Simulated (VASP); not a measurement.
# Dy4Au (P6/mmm) in VASP: further runs

The runs below take Dy4Au through single point, relaxation of cell and atoms, with PBE.

All numbers are computed with VASP 6.6.1; they aren't measurements. Logs are shortened: lines on timing, memory, paths and dates and some standing lists are left out, and cuts for length are marked.

## Step 1: The cell of the first run

The structure is hexagonal, space group P6/mmm (No. 191). Conventional cell: a = 6.329 Å, b = 6.329 Å, c = 5.293 Å, α = 90.00°, β = 90.00°, γ = 120.00°. Within 4.2 Å of Dy (site symmetry mmm) lie 8 Dy at 3.16 to 4.13 Å and 2 Au at 3.16 Å. Within 3.5 Å of Dy (site symmetry 6/mmm) lie 2 Au at 2.65 Å. Within 3.5 Å of Au (site symmetry 6/mmm) lie 8 Dy at 2.65 to 3.16 Å.

The cell was generated, and may not be a known phase.

## Step 2: Single point, PBE

Input file INCAR:

```
SYSTEM = Dy4Au
ALGO = Normal ; EDIFF = 1E-6
ENCUT = 500 ; GGA = PE
GGA_COMPAT = .False. ; ISIF = 2
ISMEAR = 0 ; LASPH = .True.
LCHARG = .False. ; LMAXMIX = 6
LREAL = .False. ; LWAVE = .False.
NBANDS = 32 ; NELM = 200
PREC = Accurate ; SIGMA = 0.1
```

Input file KPOINTS:

```
k-points
0
Gamma
  6 6 8
  0 0 0
```

Input file POSCAR:

```
Dy4Au
1.0
    6.3293286771      0.0000000000      0.0000000000
   -3.1646643386      5.4813594232      0.0000000000
    0.0000000000      0.0000000000      5.2927632825
Dy Au
4 1
Direct
    0.5000000000      0.0000000000      0.0000000000
    0.0000000000      0.5000000000      0.0000000000
    0.5000000000      0.5000000000      0.0000000000
    0.0000000000      0.0000000000      0.5000000000
    0.0000000000      0.0000000000      0.0000000000
```

Potentials or basis: VASP PAW PBE potentials, release 64 (Dy_3, Au), 4f in core.

Run with:

```
$ cat potpaw_PBE.64/Dy_3/POTCAR potpaw_PBE.64/Au/POTCAR > POTCAR
$ mpirun -np 1 vasp_std > vasp.out
```

OUTCAR:

```text
SYSTEM = Dy4Au
   EDIFF = 1E-6
   ENCUT = 500
   GGA = PE
   ISIF = 2
   ISMEAR = 0
   LASPH = .True.
   LREAL = .False.
   NELM = 200
   PREC = Accurate

 ion  position               nearest neighbor table
   1  0.500  0.000  0.000-   2 3.16   2 3.16   3 3.16   3 3.16   5 3.16   5 3.16
   2  0.000  0.500  0.000-   1 3.16   1 3.16   5 3.16   5 3.16   3 3.16   3 3.16
   3  0.500  0.500  0.000-   5 3.16   5 3.16   1 3.16   1 3.16   2 3.16   2 3.16
   4  0.000  0.000  0.500-   5 2.65   5 2.65
   5  0.000  0.000  0.000-   4 2.65   4 2.65   3 3.16   3 3.16   2 3.16   2 3.16   1 3.16   1 3.16

  LATTYP: Found a hexagonal cell.
 ALAT       =     6.3293286771
 C/A-ratio  =     0.8362282246

  Lattice vectors:

 A1 = (   6.3293286771,   0.0000000000,   0.0000000000)
 A2 = (  -3.1646643386,   5.4813594232,   0.0000000000)
 A3 = (   0.0000000000,   0.0000000000,   5.2927632825)

Analysis of symmetry for initial positions (statically):
=====================================================================
 Subroutine PRICEL returns:
 Original cell was already a primitive cell.

 Routine SETGRP: Setting up the symmetry group for a
 hexagonal supercell.

 Subroutine GETGRP returns: Found 24 space group operations
 (whereof 24 operations were pure point group operations)
 out of a pool of 24 trial point group operations.

The static configuration has the point symmetry D_6h.

Analysis of symmetry for dynamics (positions and initial velocities):
=====================================================================
 Subroutine PRICEL returns:
 Original cell was already a primitive cell.

 Routine SETGRP: Setting up the symmetry group for a
 hexagonal supercell.

 Subroutine GETGRP returns: Found 24 space group operations
 (whereof 24 operations were pure point group operations)
 out of a pool of 24 trial point group operations.

The dynamic configuration has the point symmetry D_6h.

 Subroutine INISYM returns: Found 24 space group operations
 (whereof 24 operations are pure point group operations),
 and found     1 'primitive' translations

----------------------------------------------------------------------------------------

                                     Primitive cell

  volume of cell :     183.6236

  direct lattice vectors                    reciprocal lattice vectors
     6.329328677  0.000000000  0.000000000     0.157994639  0.091218247  0.000000000
    -3.164664339  5.481359423  0.000000000     0.000000000  0.182436495  0.000000000
     0.000000000  0.000000000  5.292763283     0.000000000  0.000000000  0.188937224

  length of vectors
     6.329328677  6.329328677  5.292763283     0.182436495  0.182436495  0.188937224

  position of ions in fractional coordinates (direct lattice)
     0.500000000  0.000000000  0.000000000
     0.000000000  0.500000000  0.000000000
     0.500000000  0.500000000  0.000000000
     0.000000000  0.000000000  0.500000000
     0.000000000  0.000000000  0.000000000

  ion indices of the primitive-cell ions
   primitive index   ion index
                 1           1
                 2           2
                 3           3
                 4           4
                 5           5

----------------------------------------------------------------------------------------

 KPOINTS: k-points

Automatic generation of k-mesh.
 Grid dimensions read from file:
 generate k-points for:    6    6    8

 Generating k-lattice:

  Cartesian coordinates                     Fractional coordinates (reciprocal lattice)
     0.026332440  0.015203041  0.000000000     0.166666667  0.000000000  0.000000000
     0.000000000  0.030406082  0.000000000     0.000000000  0.166666667  0.000000000
     0.000000000  0.000000000  0.023617153     0.000000000  0.000000000  0.125000000

  Length of vectors
     0.030406082  0.030406082  0.023617153

  Shift w.r.t. Gamma in fractional coordinates (k-lattice)
     0.000000000  0.000000000  0.000000000

 Subroutine IBZKPT returns following result:
 ===========================================

 Found     35 irreducible k-points:

 Following reciprocal coordinates:
            Coordinates               Weight
  0.000000  0.000000  0.000000      1.000000
  0.166667  0.000000  0.000000      6.000000
  0.333333  0.000000  0.000000      6.000000
  0.500000  0.000000  0.000000      3.000000
  0.166667  0.166667  0.000000      6.000000
  0.333333  0.166667  0.000000     12.000000
[... 16 lines left out ...]
  0.166667  0.000000  0.375000     12.000000
  0.333333  0.000000  0.375000     12.000000
 [... further k-points ...]
   k-points           NKPTS =     35   k-points in BZ     NKDIM =     35   number of bands    NBANDS=     32
   number of dos      NEDOS =    301   number of ions     NIONS =      5
   total plane-waves  NPLWV =  92160
   dimension x,y,z NGX =    48 NGY =   48 NGZ =   40
   dimension x,y,z NGXF=    96 NGYF=   96 NGZF=   80
   ions per type =               4   1
   NGX,Y,Z   is equivalent  to a cutoff of  12.61, 12.61, 12.56 a.u.
   NGXF,Y,Z  is equivalent  to a cutoff of  25.22, 25.22, 25.13 a.u.
 SYSTEM =  Dy4Au
   PREC   = accura    normal or accurate (medium, high low for compatibility)
   ISTART =      0    job   : 0-new  1-cont  2-samecut
   ICHARG =      2    charge: 1-file 2-atom 10-const
   ISPIN  =      1    spin polarized calculation?
   LNONCOLLINEAR =      F non collinear calculations
   LSORBIT =      F    spin-orbit coupling
   LASPH  =      T    aspherical Exc in radial PAW
   ENCUT  =  500.0 eV  36.75 Ry    6.06 a.u.  11.54 11.54  9.65*2*pi/ulx,y,z
   NELM   =    200;   NELMIN=  2; NELMDL= -5     # of ELM steps
   EDIFF  = 0.1E-05   stopping-criterion for ELM
   LREAL  =      F    real-space projection
   EDIFFG = 0.1E-04   stopping-criterion for IOM
   NSW    =      0    number of steps for IOM
   IBRION =     -1    ionic relax: 0-MD 1-quasi-New 2-CG
   NFREE  =      0    steps in history (QN), initial steepest desc. (CG)
   ISIF   =      2    stress and relaxation
   ISYM   =      2    0-nonsym 1-usesym 2-fastsym
   POTIM  = 0.5000    time-step for ionic-motion
   TEBEG  =    0.0;   TEEND  =   0.0 temperature during run
   PSTRESS=    0.0 pullay stress
   NELECT =      47.0000    total number of electrons
   NUPDOWN=      -1.0000    fix difference up-down
   EMIN   =  10.00;   EMAX   =-10.00  energy-range for DOS
   EFERMI =   0.00;   METHOD = LEGACY
   ISMEAR =     0;   SIGMA  =   0.10  broadening in eV -4-tet -1-fermi 0-gaus
   EFERMI_NEDOS =   21; number of points for ismear=-14 and -15
   IALGO  =     38    algorithm
   IMIX   =      4    mixing-type and parameters
     AMIX     =   0.40;   BMIX     =  1.00
     AMIX_MAG =   1.60;   BMIX_MAG =  1.00
  volume/ion in A,a.u.               =      36.72       247.83
  Fermi-wavevector in a.u.,A,eV,Ry     =   1.039437  1.964250 14.700120  1.080428
  Thomas-Fermi vector in A             =   2.173967
   LORBIT       =      0    0 simple, 1 ext, 2 COOP (PROOUT), +10 PAW based schemes
   GGA     = PE    functional components
   LHFCALC =     F    Hartree Fock is set to
   AEXX    =    0.0000 exact exchange contribution
   IVDW    =     0    specifies the selected vdW correction
   LEPSILON=     F    determine dielectric tensor
   LRPA    =     F    only Hartree local field effects (RPA)
 non-spin polarized calculation
 Gauss-broadening in eV      SIGMA  =   0.10
  energy-cutoff  :      500.00
  volume of cell :      183.62
 maximum number of plane-waves:      4736
 NGX is ok and might be reduce to    48
   NGX = 23   NGY = 23   NGZ = 19

 number of electron      47.0000001 magnetization

 Free energy of the ion-electron system (eV)
  ---------------------------------------------------
  ext. energy  EPLUGINS =         0.00000000
  ---------------------------------------------------
  free energy    TOTEN  =       -20.09949346 eV

  energy without entropy =      -20.07553892  energy(sigma->0) =      -20.08751619

 E-fermi :   2.5084     XC(G=0):  -8.9090

 val. band max:        2.4817504538   @ k =   0.0000   0.0000   0.5000
 cond. band min:       2.5087759297   @ k =   0.3333   0.1667   0.1250
 fundamental gap:      0.0270254759
 Fermi energy:         2.5084119681

 k-point     1 :       0.0000    0.0000    0.0000
  band No.  band energies     occupation
      1     -21.8361      2.00000
      2     -21.7772      2.00000
      3     -21.7772      2.00000
      4     -21.7715      2.00000
      5     -21.4006      2.00000
      6     -21.4006      2.00000
[... 24 lines left out ...]
     31       4.8907      0.00000
     32       6.0120      0.00000

 k-point     2 :       0.1667    0.0000    0.0000
  band No.  band energies     occupation
      1     -21.7790      2.00000
      2     -21.7761      2.00000
      3     -21.7743      2.00000
      4     -21.7708      2.00000
      5     -21.3939      2.00000
      6     -21.3593      2.00000
[... 24 lines left out ...]
     31       4.9003      0.00000
     32       5.3796      0.00000

 k-point     3 :       0.3333    0.0000    0.0000
  band No.  band energies     occupation
      1     -21.7742      2.00000
      2     -21.7728      2.00000
      3     -21.7693      2.00000
      4     -21.6469      2.00000
      5     -21.3425      2.00000
      6     -21.2443      2.00000
[... 24 lines left out ...]
     31       4.3139      0.00000
     32       4.4824      0.00000

 k-point     4 :       0.5000    0.0000    0.0000
  band No.  band energies     occupation
      1     -21.7734      2.00000
      2     -21.7712      2.00000
      3     -21.7686      2.00000
      4     -21.5844      2.00000
      5     -21.2104      2.00000
      6     -21.1798      2.00000
[... 654 lines left out ...]
     31       4.3699      0.00000
     32       5.6662      0.00000

 k-point    23 :       0.1667    0.0000    0.3750
  band No.  band energies     occupation
      1     -21.8567      2.00000
      2     -21.7775      2.00000
      3     -21.7747      2.00000
      4     -21.7744      2.00000
      5     -21.3965      2.00000
      6     -21.3638      2.00000
[... 24 lines left out ...]
     31       4.4136      0.00000
     32       5.2668      0.00000

 k-point    24 :       0.3333    0.0000    0.3750
  band No.  band energies     occupation
      1     -21.8595      2.00000
      2     -21.7762      2.00000
      3     -21.7746      2.00000
      4     -21.6460      2.00000
      5     -21.3399      2.00000
      6     -21.2470      2.00000
[... 24 lines left out ...]
     31       4.3761      0.00000
     32       4.4697      0.00000

 [... further k-points ...]
[... 5 lines left out ...]
  --------------------------------------------------------------------------------------
  -------------------------------------------------------------------------------------
  Total        0.2031152      0.2031152      0.0767515     -0.0000000      0.0000000      0.0000000
  in kB        1.7722485      1.7722485      0.6696824     -0.0000000      0.0000000      0.0000000
  external PRESSURE =       1.4047265 kB  Pullay stress =       0.0000000 kB

 VOLUME and BASIS-vectors are now :
 -----------------------------------------------------------------------------
  energy-cutoff  :      500.00
  volume of cell :      183.62
      direct lattice vectors                 reciprocal lattice vectors
     6.329328677  0.000000000  0.000000000     0.157994639  0.091218247  0.000000000
    -3.164664339  5.481359423  0.000000000     0.000000000  0.182436495  0.000000000
     0.000000000  0.000000000  5.292763283     0.000000000  0.000000000  0.188937224

 POSITION                                       TOTAL-FORCE (eV/Angst)
 -----------------------------------------------------------------------------------
      3.16466      0.00000      0.00000        -0.000000      0.000000      0.000000
     -1.58233      2.74068      0.00000        -0.000000      0.000000      0.000000
      1.58233      2.74068      0.00000         0.000000      0.000000      0.000000
      0.00000      0.00000      2.64638        -0.000000      0.000000      0.000000
      0.00000      0.00000      0.00000        -0.000000      0.000000      0.000000
 -----------------------------------------------------------------------------------
    total drift:                               -0.000000      0.000000      0.000000

  FREE ENERGIE OF THE ION-ELECTRON SYSTEM (eV)
  ---------------------------------------------------
  free  energy   TOTEN  =       -20.0994934632 eV

  energy  without entropy=      -20.0755389158  energy(sigma->0) =      -20.08751619
```

Wall time 3.5 min (1 thread of Intel Xeon Platinum 8488C (Sapphire Rapids), shared host); peak memory 0.39 GiB.

Results:

```yaml
Free_energy: -20.0995 eV
Pressure: 0.1 GPa
Band_gap_on_the_k_mesh: zero (an odd number of electrons rules out a gap without spin polarisation)
```

Levels at points of the mesh, in eV from the Fermi level:
```tsv
k point	band 19	band 20	band 21	band 22	band 23	band 24	band 25	band 26	band 27	band 28
(0.00, 0.00, 0.00)	-2.85	-1.23	-0.39	-0.39	-0.33	0.74	0.74	0.82	0.82	0.90
(0.50, 0.00, 0.00)	-2.92	-1.01	-0.85	-0.49	-0.09	0.02	0.44	0.86	1.12	1.19
(0.00, 0.00, 0.50)	-2.47	-2.16	-0.82	-0.30	-0.30	-0.03	-0.03	0.46	0.51	0.51
(0.50, 0.00, 0.50)	-2.74	-2.12	-1.25	-0.75	-0.68	-0.33	0.59	0.69	0.84	0.99
```

Caveat: spin-orbit coupling is left out, which moves the levels of the heavy elements; the 4f electrons are frozen in the core, so they carry no moment and show no levels.

[end of part 1 of 2]

The gap in the log of VASP goes by the Fermi energy; the results here count the filled bands.